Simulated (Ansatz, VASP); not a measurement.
**SnO: VASP beside Ansatz**

INCAR

```
PREC = Accurate
ENCUT = 520
EDIFF = 1E-7
ISMEAR = 0
SIGMA = 0.05
LREAL = F
LASPH = T
NELM = 80
ALGO = Normal
ISIF = 2
LWAVE = F
LCHARG = F
LDIPOL = T
IDIPOL = 3
DIPOL = 0.5 0.5 0.394
GGA = PE
IVDW = 12
NBANDS = 50
```

The input KPOINTS:

```
Automatic mesh
0
Gamma
  7 7 1
```

The input POSCAR:

```
SnO
1.0
    3.8201528543      0.0002954551      0.0000000000
   -0.0003145191      3.8201528528      0.0000000000
    0.0000000000      0.0000000000     22.2260743460
Sn O
4 4
Direct
    0.9999452911      0.9999452911      0.2024649036
    0.4999452911      0.4999452911      0.3087831466
    0.8332786245      0.4999452911      0.4784037436
    1.3332786245      0.9999452911      0.5847219866
    0.9999461074      0.4999461074      0.2556240251
    0.4999461074      0.9999461074      0.2556240251
    0.8332778082      0.9999444748      0.5315628651
    1.3332778082      0.4999444748      0.5315628651
```

Input for Ansatz:

```yaml
crystal:
  lattice:
    - [3.8201528543, 0.0002954551, 0.0]
    - [-0.0003145191, 3.8201528528, 0.0]
    - [0.0, 0.0, 22.226074346]
  atoms:
    - { symbol: Sn, position: [0.9999452911, 0.9999452911, 0.2024649036] }
    - { symbol: O, position: [0.9999461074, 0.4999461074, 0.2556240251] }
    - { symbol: O, position: [0.4999461074, 0.9999461074, 0.2556240251] }
    - { symbol: Sn, position: [0.4999452911, 0.4999452911, 0.3087831466] }
    - { symbol: Sn, position: [0.8332786245, 0.4999452911, 0.4784037436] }
    - { symbol: O, position: [0.8332778082, 0.9999444748, 0.5315628651] }
    - { symbol: O, position: [1.3332778082, 0.4999444748, 0.5315628651] }
    - { symbol: Sn, position: [1.3332786245, 0.9999452911, 0.5847219866] }
basis:
  ecutwfc: 420
kpoints:
  mp_grid: { grid: [7, 7, 1] }
hamiltonian:
  xc: pbe
  pseudopotentials: { kind: paw, azcp: { folder: soft_1 } }
  dispersion: d3bj
scf:
  occupations: { method: gaussian, width: 0.05 }
output:
  forces: true
  eigenvalues: true
efield:
  axis: 3
  dipole_correction: true
  ramp_width: 0.04
```

Alike in both runs: task single point; functional PBE; dispersion D3(BJ); k mesh 7 × 7 × 1; occupations gaussian, width 0.05 eV; no spin polarisation.

|  | VASP | Ansatz |
| --- | --- | --- |
| version | VASP 6.6.1 | Ansatz 0.2.0 |
| potentials or method | VASP PAW PBE potentials, release 64 (Sn_d, O), cutoff 520 eV | scalar-relativistic, plane waves, PAW |
| valence electrons in the cell | 80 | 80 |

|  | VASP | Ansatz | Ansatz less VASP |
| --- | --- | --- | --- |
| gap on the k mesh at the Fermi level (eV) | 2.07 | 2.08 | +0.008 |
| least direct gap on the mesh (eV) | 2.27 | 2.28 | +0.010 |
| rms of the force components (eV/Å) | 0.035 | 0.037 | +0.0025 |

Ansatz's warnings: structure snapped to symmetry.
